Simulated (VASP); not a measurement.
# TaN (P-6m2) in VASP: a series of runs

The runs below take TaN through electric field gradients, with PBE.

Everything below comes from runs of VASP 6.6.1. Logs are shortened: lines on timing, memory, paths and dates and some standing lists are left out, and cuts for length are marked.

### Step 1. The cell of the first run

The structure is hexagonal, space group P-6m2 (No. 187). Conventional cell: a = 2.918 Å, b = 2.918 Å, c = 2.864 Å, α = 90.00°, β = 90.00°, γ = 120.00°. Ta (site symmetry -6m2) has 6 N at 2.21 Å and 8 Ta at 2.86 to 2.92 Å within 3.0 Å. N (site symmetry -6m2) has 6 Ta at 2.21 Å and 8 N at 2.86 to 2.92 Å within 3.0 Å.

### Step 2. Electric field gradients, PBE (10.56 Å³/atom)

Contents of INCAR:

```
SYSTEM = TaN
PREC = Accurate ; ENCUT = 520
EDIFF = 1E-8 ; ISMEAR = -1
SIGMA = 0.02 ; LREAL = .False.
LASPH = .True. ; NELM = 120
ALGO = Normal ; ISIF = 2
LWAVE = .False. ; LCHARG = .False.
GGA = PE ; LEFG = .True.
NBANDS = 16 ; GGA_COMPAT = .False.
```

Contents of KPOINTS:

```
Automatic mesh
0
Gamma
  12 12 10
  0 0 0
```

Contents of POSCAR:

```
TaN
1.0
    2.9182801511      0.0000000000      0.0000000000
   -1.4591400756      2.5273047463      0.0000000000
    0.0000000000      0.0000000000      2.8636504237
Ta N
1 1
Direct
    0.3333333333      0.6666666667      0.5000000000
    0.0000000000      0.0000000000      0.0000000000
```

Potentials or basis: VASP PAW PBE potentials, release 64 (Ta_sv_GW, N).

Started as:

```bash
$ cat potpaw_PBE.64/Ta_sv_GW/POTCAR potpaw_PBE.64/N/POTCAR > POTCAR
$ mpirun -np 1 vasp_std > vasp.out
```

OUTCAR:

```text
SYSTEM = TaN
   PREC = Accurate
   ENCUT = 520
   EDIFF = 1E-8
   ISMEAR = -1
   LREAL = .False.
   LASPH = .True.
   NELM = 120
   ISIF = 2
   GGA = PE

 ion  position               nearest neighbor table
   1  0.333  0.667  0.500-   2 2.21   2 2.21   2 2.21   2 2.21   2 2.21   2 2.21
   2  0.000  0.000  0.000-   1 2.21   1 2.21   1 2.21   1 2.21   1 2.21   1 2.21

  LATTYP: Found a hexagonal cell.
 ALAT       =     2.9182801511
 C/A-ratio  =     0.9812801635

  Lattice vectors:

 A1 = (   2.9182801511,   0.0000000000,   0.0000000000)
 A2 = (  -1.4591400756,   2.5273047463,   0.0000000000)
 A3 = (   0.0000000000,   0.0000000000,   2.8636504237)

Analysis of symmetry for initial positions (statically):
=====================================================================
 Subroutine PRICEL returns:
 Original cell was already a primitive cell.

 Routine SETGRP: Setting up the symmetry group for a
 hexagonal supercell.

 Subroutine GETGRP returns: Found 12 space group operations
 (whereof 12 operations were pure point group operations)
 out of a pool of 24 trial point group operations.

The static configuration has the point symmetry D_3h.

Analysis of symmetry for dynamics (positions and initial velocities):
=====================================================================
 Subroutine PRICEL returns:
 Original cell was already a primitive cell.

 Routine SETGRP: Setting up the symmetry group for a
 hexagonal supercell.

 Subroutine GETGRP returns: Found 12 space group operations
 (whereof 12 operations were pure point group operations)
 out of a pool of 24 trial point group operations.

The dynamic configuration has the point symmetry D_3h.

 Subroutine INISYM returns: Found 12 space group operations
 (whereof 12 operations are pure point group operations),
 and found     1 'primitive' translations

----------------------------------------------------------------------------------------

                                     Primitive cell

  volume of cell :      21.1205

  direct lattice vectors                    reciprocal lattice vectors
     2.918280151  0.000000000  0.000000000     0.342667581  0.197839220  0.000000000
    -1.459140076  2.527304746  0.000000000     0.000000000  0.395678440  0.000000000
     0.000000000  0.000000000  2.863650424     0.000000000  0.000000000  0.349204635

  length of vectors
     2.918280151  2.918280151  2.863650424     0.395678440  0.395678440  0.349204635

  position of ions in fractional coordinates (direct lattice)
     0.333333333  0.666666667  0.500000000
     0.000000000  0.000000000  0.000000000

  ion indices of the primitive-cell ions
   primitive index   ion index
                 1           1
                 2           2

----------------------------------------------------------------------------------------

 KPOINTS: Automatic mesh

Automatic generation of k-mesh.
 Grid dimensions read from file:
 generate k-points for:   12   12   10

 Generating k-lattice:

  Cartesian coordinates                     Fractional coordinates (reciprocal lattice)
     0.028555632  0.016486602  0.000000000     0.083333333 -0.000000000  0.000000000
     0.000000000  0.032973203  0.000000000     0.000000000  0.083333333  0.000000000
     0.000000000  0.000000000  0.034920463     0.000000000  0.000000000  0.100000000

  Length of vectors
     0.032973203  0.032973203  0.034920463

  Shift w.r.t. Gamma in fractional coordinates (k-lattice)
     0.000000000  0.000000000  0.000000000

 Subroutine IBZKPT returns following result:
 ===========================================

 Found    114 irreducible k-points:

 Following reciprocal coordinates:
            Coordinates               Weight
  0.000000  0.000000  0.000000      1.000000
  0.083333 -0.000000  0.000000      6.000000
  0.166667  0.000000  0.000000      6.000000
  0.250000  0.000000  0.000000      6.000000
  0.333333  0.000000  0.000000      6.000000
  0.416667  0.000000  0.000000      6.000000
[... 16 lines left out ...]
  0.250000  0.000000  0.100000     12.000000
  0.333333  0.000000  0.100000     12.000000
 [... further k-points ...]
   k-points           NKPTS =    114   k-points in BZ     NKDIM =    114   number of bands    NBANDS=     16
   number of dos      NEDOS =    301   number of ions     NIONS =      2
   total plane-waves  NPLWV =  13824
   dimension x,y,z NGX =    24 NGY =   24 NGZ =   24
   dimension x,y,z NGXF=    48 NGYF=   48 NGZF=   48
   ions per type =               1   1
   NGX,Y,Z   is equivalent  to a cutoff of  13.67, 13.67, 13.93 a.u.
   NGXF,Y,Z  is equivalent  to a cutoff of  27.34, 27.34, 27.87 a.u.
 SYSTEM =  TaN
   PREC   = accura    normal or accurate (medium, high low for compatibility)
   ISTART =      0    job   : 0-new  1-cont  2-samecut
   ICHARG =      2    charge: 1-file 2-atom 10-const
   ISPIN  =      1    spin polarized calculation?
   LNONCOLLINEAR =      F non collinear calculations
   LSORBIT =      F    spin-orbit coupling
   LASPH  =      T    aspherical Exc in radial PAW
   ENCUT  =  520.0 eV  38.22 Ry    6.18 a.u.   5.43  5.43  5.32*2*pi/ulx,y,z
   NELM   =    120;   NELMIN=  2; NELMDL= -5     # of ELM steps
   EDIFF  = 0.1E-07   stopping-criterion for ELM
   LREAL  =      F    real-space projection
   EDIFFG = 0.1E-06   stopping-criterion for IOM
   NSW    =      0    number of steps for IOM
   IBRION =     -1    ionic relax: 0-MD 1-quasi-New 2-CG
   NFREE  =      0    steps in history (QN), initial steepest desc. (CG)
   ISIF   =      2    stress and relaxation
   ISYM   =      2    0-nonsym 1-usesym 2-fastsym
   POTIM  = 0.5000    time-step for ionic-motion
   TEBEG  =    0.0;   TEEND  =   0.0 temperature during run
   PSTRESS=    0.0 pullay stress
   NELECT =      18.0000    total number of electrons
   NUPDOWN=      -1.0000    fix difference up-down
   EMIN   =  10.00;   EMAX   =-10.00  energy-range for DOS
   EFERMI =   0.00;   METHOD = LEGACY
   ISMEAR =    -1;   SIGMA  =   0.02  broadening in eV -4-tet -1-fermi 0-gaus
   EFERMI_NEDOS =   21; number of points for ismear=-14 and -15
   IALGO  =     38    algorithm
   IMIX   =      4    mixing-type and parameters
     AMIX     =   0.40;   BMIX     =  1.00
     AMIX_MAG =   1.60;   BMIX_MAG =  1.00
  volume/ion in A,a.u.               =      10.56        71.26
  Fermi-wavevector in a.u.,A,eV,Ry     =   1.552140  2.933119 32.778307  2.409138
  Thomas-Fermi vector in A             =   2.656558
   LORBIT       =      0    0 simple, 1 ext, 2 COOP (PROOUT), +10 PAW based schemes
   GGA     = PE    functional components
   LHFCALC =     F    Hartree Fock is set to
   AEXX    =    0.0000 exact exchange contribution
   IVDW    =     0    specifies the selected vdW correction
   LEPSILON=     F    determine dielectric tensor
   LRPA    =     F    only Hartree local field effects (RPA)
 non-spin polarized calculation
  energy-cutoff  :      520.00
  volume of cell :       21.12
 maximum number of plane-waves:       587
 NGX is ok and might be reduce to    24
   NGX = 11   NGY = 11   NGZ = 11

 number of electron      17.9999999 magnetization

 Free energy of the ion-electron system (eV)
  ---------------------------------------------------
  ext. energy  EPLUGINS =         0.00000000
  ---------------------------------------------------
  free energy    TOTEN  =       -24.93381509 eV

  energy without entropy =      -24.93373010  energy(sigma->0) =      -24.93377260

 E-fermi :  12.8588     XC(G=0): -13.8015

 val. band max:       12.7537378220   @ k =   0.0000   0.0000   0.4000
 cond. band min:      12.8748210705   @ k =   0.3333   0.3333   0.0000
 fundamental gap:      0.1210832484
 Fermi energy:        12.8588275797

 k-point     1 :       0.0000    0.0000    0.0000
  band No.  band energies     occupation
      1     -55.7441      2.00000
      2     -22.0211      2.00000
      3     -21.7523      2.00000
      4     -21.7523      2.00000
      5      -5.1657      2.00000
      6       8.0957      2.00000
[... 8 lines left out ...]
     15      25.8327      0.00000
     16      29.1075      0.00000

 k-point     2 :       0.0833   -0.0000    0.0000
  band No.  band energies     occupation
      1     -55.7386      2.00000
      2     -22.0111      2.00000
      3     -21.8329      2.00000
      4     -21.7696      2.00000
      5      -5.0182      2.00000
      6       7.6628      2.00000
[... 8 lines left out ...]
     15      25.8320      0.00000
     16      29.3945      0.00000

 k-point     3 :       0.1667    0.0000    0.0000
  band No.  band energies     occupation
      1     -55.7234      2.00000
      2     -22.0477      2.00000
      3     -21.9834      2.00000
      4     -21.8158      2.00000
      5      -4.6117      2.00000
      6       6.7620      2.00000
[... 8 lines left out ...]
     15      25.8345      0.00000
     16      30.1993      0.00000

 k-point     4 :       0.2500    0.0000    0.0000
  band No.  band energies     occupation
      1     -55.7026      2.00000
      2     -22.3298      2.00000
      3     -21.9449      2.00000
      4     -21.8784      2.00000
      5      -4.0436      2.00000
      6       5.8146      2.00000
[... 8 lines left out ...]
     15      26.0254      0.00000
     16      30.1663      0.00000
[... 324 lines left out ...]
 k-point    22 :       0.1667    0.0000    0.1000
  band No.  band energies     occupation
      1     -55.7182      2.00000
      2     -22.0897      2.00000
      3     -22.0287      2.00000
      4     -21.8071      2.00000
      5      -4.4386      2.00000
      6       6.8584      2.00000
[... 8 lines left out ...]
     15      25.6882      0.00000
     16      29.9476      0.00000

 k-point    23 :       0.2500    0.0000    0.1000
  band No.  band energies     occupation
      1     -55.6974      2.00000
      2     -22.3182      2.00000
      3     -22.0375      2.00000
      4     -21.8692      2.00000
      5      -3.9190      2.00000
      6       5.8940      2.00000
[... 8 lines left out ...]
     15      25.7143      0.00000
     16      30.0135      0.00000

 k-point    24 :       0.3333    0.0000    0.1000
  band No.  band energies     occupation
      1     -55.6765      2.00000
      2     -22.5848      2.00000
      3     -21.9963      2.00000
      4     -21.9304      2.00000
      5      -3.3849      2.00000
      6       5.0898      2.00000
[... 8 lines left out ...]
     15      26.0574      0.00000
     16      29.0269      0.00000

 [... further k-points ...]

------------------------ aborting loop because EDIFF is reached ----------------------------------------

  FORCE on cell =-STRESS in cart. coord.  units (eV):
  Direction    XX          YY          ZZ          XY          YZ          ZX
  --------------------------------------------------------------------------------------
  -------------------------------------------------------------------------------------
  Total        1.4879253      1.4879253      1.7616710     -0.0000000      0.0000000      0.0000000
  in kB      112.8722343    112.8722343    133.6382559     -0.0000000      0.0000000      0.0000000
  external PRESSURE =     119.7942415 kB  Pullay stress =       0.0000000 kB

 VOLUME and BASIS-vectors are now :
 -----------------------------------------------------------------------------
  energy-cutoff  :      520.00
  volume of cell :       21.12
      direct lattice vectors                 reciprocal lattice vectors
     2.918280151  0.000000000  0.000000000     0.342667581  0.197839220  0.000000000
    -1.459140076  2.527304746  0.000000000     0.000000000  0.395678440  0.000000000
     0.000000000  0.000000000  2.863650424     0.000000000  0.000000000  0.349204635

 POSITION                                       TOTAL-FORCE (eV/Angst)
 -----------------------------------------------------------------------------------
     -0.00000      1.68487      1.43183         0.000000     -0.000000      0.000000
      0.00000      0.00000      0.00000        -0.000000      0.000000      0.000000
 -----------------------------------------------------------------------------------
    total drift:                                0.000000     -0.000000     -0.000000

  FREE ENERGIE OF THE ION-ELECTRON SYSTEM (eV)
  ---------------------------------------------------
  free  energy   TOTEN  =       -24.9338150899 eV

  energy  without entropy=      -24.9337301041  energy(sigma->0) =      -24.93377260

 Electric field gradients (V/A^2)
---------------------------------------------------------------------
 ion       V_xx      V_yy      V_zz      V_xy      V_xz      V_yz
---------------------------------------------------------------------
   1     -16.140   -16.140    32.281    -0.000     0.000    -0.000
   2      -0.135    -0.134     0.269     0.001    -0.000    -0.000
---------------------------------------------------------------------

 Electric field gradients after diagonalization (V/A^2)
 (convention: |V_zz| > |V_xx| > |V_yy|)
----------------------------------------------------------------------
 ion       V_xx      V_yy      V_zz     asymmetry (V_yy - V_xx)/ V_zz
----------------------------------------------------------------------
   1     -16.141   -16.140    32.281       0.000
   2      -0.136    -0.134     0.269       0.008
----------------------------------------------------------------------

           NMR quadrupolar parameters

 Cq : quadrupolar parameter    Cq=e*Q*V_zz/h
 eta: asymmetry parameters     (V_yy - V_xx)/ V_zz
 Q  : nuclear electric quadrupole moment in mb (millibarn)
----------------------------------------------------------------------
 ion       Cq(MHz)       eta       Q (mb)
----------------------------------------------------------------------
   1       0.078       0.000       1.000
   2       0.001       0.008       1.000
----------------------------------------------------------------------
```

Run time: 32 s. Hardware: 1 thread of Intel Xeon Platinum 8488C (Sapphire Rapids), shared host; peak memory 0.17 GiB.

Results:

- Free energy: -24.9338 eV
- Pressure: 12.0 GPa
- Band gap on the k mesh: zero (bands 9 and 10 overlap by 0.52 eV)
- Largest electric field gradient by atom: Ta +32.3; N +0.3 V/Å²

Electric field gradients, principal values (V/Å²):
```
atom    least   middle  greatest (by size)
1 Ta  -16.140  -16.141              32.281
 2 N   -0.134   -0.136               0.269
```

Caveat: the cell stands under pressure; without QUAD_EFG the Cq values of the log hold for a quadrupole moment of 1 mb, not for the nuclei; spin-orbit coupling is left out, which moves the levels of the heavy elements.

(Continued in part 2 of 3.)

The gap in the log of VASP goes by the Fermi energy; the results here count the filled bands.